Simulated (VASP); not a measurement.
A run of VASP 6.6.1:

The input INCAR:

```
SYSTEM = MnCu
PREC     = Accurate       ! precision mode
ENCUT    = 520            ! plane-wave cutoff, eV
EDIFF    = 1E-6           ! SCF threshold, eV
ISMEAR   = 0              ! smearing method
SIGMA    = 0.1            ! smearing width, eV
LREAL    = .False.        ! projectors in reciprocal space
LASPH    = .True.         ! aspherical terms in the spheres
NELM     = 150            ! most SCF steps
ALGO     = Normal         ! electronic algorithm
ISIF     = 2              ! what is computed and relaxed
LWAVE    = .False.        ! write WAVECAR
LCHARG   = .False.        ! write CHGCAR
ISPIN    = 2              ! spin polarisation
MAGMOM   = 4 0            ! initial moments
LORBIT   = 11             ! projections on sites
LMAXMIX  = 4              ! l up to which the mixer works
GGA      = PE             ! functional
NBANDS   = 23             ! bands
```

KPOINTS

```
regular mesh
0
Gamma
  12 12 12
  0 0 0
```

Contents of POSCAR:

```
MnCu
1.0
   -1.8172830945     -1.8172830945     -3.6345661890
   -1.8172830945     -3.6345661890     -1.8172830945
   -3.6345661890     -1.8172830945     -1.8172830945
Mn Cu
1 1
Direct
    0.0000000000      0.0000000000      0.0000000000
    0.5000000000      0.5000000000      0.5000000000
```

Potentials or basis: VASP PAW PBE potentials, release 64 (Mn_pv, Cu).

Launch:

```console
$ cat potpaw_PBE.64/Mn_pv/POTCAR potpaw_PBE.64/Cu/POTCAR > POTCAR
$ mpirun -np 1 vasp_std > vasp.out
```

Hardware: 1 thread of Intel Xeon 8259CL, with other jobs on the host.

**Question.** How long does it take, and how much memory?

**Answer.** Wall time 13 min on 1 thread of Intel Xeon 8259CL, on a shared host, peak memory 0.36 GiB. Counts: scf iterations 16, k points 189.
